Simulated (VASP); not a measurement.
Wanted: the native input for a VASP 6.6.1 run.

```
Task                   : single point
Functional             : PBE
Potentials or basis    : VASP PAW PBE potentials, release 64 (Ni, H, Cl)
Cutoff                 : 520 eV
k mesh                 : 8 × 6 × 4
Occupations            : gaussian, width 0.2 eV
Spin                   : no spin polarisation
Dipole correction      : no
Further INCAR settings : ALGO = Normal; EDIFF = 1e-06; NBANDS = 29
```

The structure of NiH2Cl lies in POSCAR:

```
NiH2Cl
1.0
   -1.5446535359      2.6754184043      0.0000000000
    0.0000000000      0.0000000000      4.5312963659
    4.6339606077      2.6754184043      0.0000000000
Ni H Cl
2 4 2
Direct
    0.5000000000      1.0000000000      0.5000000000
    0.0000000000      0.0000000000      0.0000000000
    0.5000000000      1.0000000000      0.1666666667
    0.0000000000      1.0000000000      0.6666666667
    0.0000000000      1.0000000000      0.3333333333
    0.5000000000      1.0000000000      0.8333333333
    0.5000000000      0.5000000000      0.5000000000
    1.0000000000      0.5000000000      0.0000000000
```

These files were run (other wordings do the same):

INCAR

```
SYSTEM = NiH2Cl
PREC = Accurate
ENCUT = 520
EDIFF = 1E-6
ISMEAR = 0
SIGMA = 0.2
LREAL = .False.
LASPH = .True.
NELM = 100
ALGO = Normal
ISIF = 2
LWAVE = .False.
LCHARG = .False.
GGA = PE
NBANDS = 29
```

KPOINTS

```
Automatic mesh
0
Gamma
  8 6 4
  0 0 0
```

Potentials or basis: VASP PAW PBE potentials, release 64 (Ni, H, Cl).

Command:

```sh
$ cat potpaw_PBE.64/Ni/POTCAR potpaw_PBE.64/H/POTCAR potpaw_PBE.64/Cl/POTCAR > POTCAR
$ mpirun -np 1 vasp_std > vasp.out
```

Results of the run:

* Pressure: -0.2 GPa
* Largest force: 0.013 eV/Å
* Band gap on the k mesh: zero (bands 19 and 20 overlap by 2.86 eV)

Caveat: the run has no spin polarisation, though such a crystal can be magnetic.

Run time: 3.4 min on 1 thread of Intel Xeon 8259CL, with other jobs on the host, peak memory 0.25 GiB.
